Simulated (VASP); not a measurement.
Input of a VASP 6.6.1 run:

INCAR

```
PREC = Accurate
ENCUT = 520
EDIFF = 1E-6
ISMEAR = -1
SIGMA = 0.05
LREAL = False
LASPH = True
NELM = 100
ALGO = Normal
ISIF = 2
LWAVE = False
LCHARG = False
GGA = PE
NBANDS = 56
```

KPOINTS

```
Automatic mesh
0
Gamma
  4 4 4
```

File POSCAR:

```
HfO2
1.0
    5.0803194000      0.0000000000      0.0000000000
    0.0000000000      5.1648674500      0.0000000000
    0.0000000000      0.0000000000      4.8908836500
Hf O
4 8
Direct
    0.2225908200      0.7817995800      0.2720679400
    0.7225908200      0.7182004200      0.7279320600
    0.7774091800      0.2182004200      0.2720679400
    0.2774091800      0.2817995800      0.7279320600
    0.1868153200      0.1636487800      0.1045346200
    0.6868153200      0.3363512200      0.8954653800
    0.8131846800      0.8363512200      0.1045346200
    0.3131846800      0.6636487800      0.8954653800
    0.0000000000      0.5000000000      0.4890544500
    0.5000000000      0.0000000000      0.5109455500
    0.0000000000      0.0000000000      0.5756249900
    0.5000000000      0.5000000000      0.4243750100
```

Potentials or basis: VASP PAW PBE potentials, release 64 (Hf_pv, O).

Launch:

```console
$ cat potpaw_PBE.64/Hf_pv/POTCAR potpaw_PBE.64/O/POTCAR > POTCAR
$ mpirun -np 1 vasp_std > vasp.out
```

Problem. Estimate the largest force.

Solution. 0.106 eV/Å.

Problem. Estimate the pressure.

Solution. 6.5 GPa.

Problem. What does it give for the band gap on the k mesh?

Solution. 3.83 eV.

Stress tensor (GPa, compression positive):
```
6.13 0.00 0.00
0.00 6.53 0.00
0.00 0.00 6.89
```

Caveat: the cell stands under pressure; spin-orbit coupling is left out, which moves the levels of the heavy elements. A k mesh can miss the band edges.
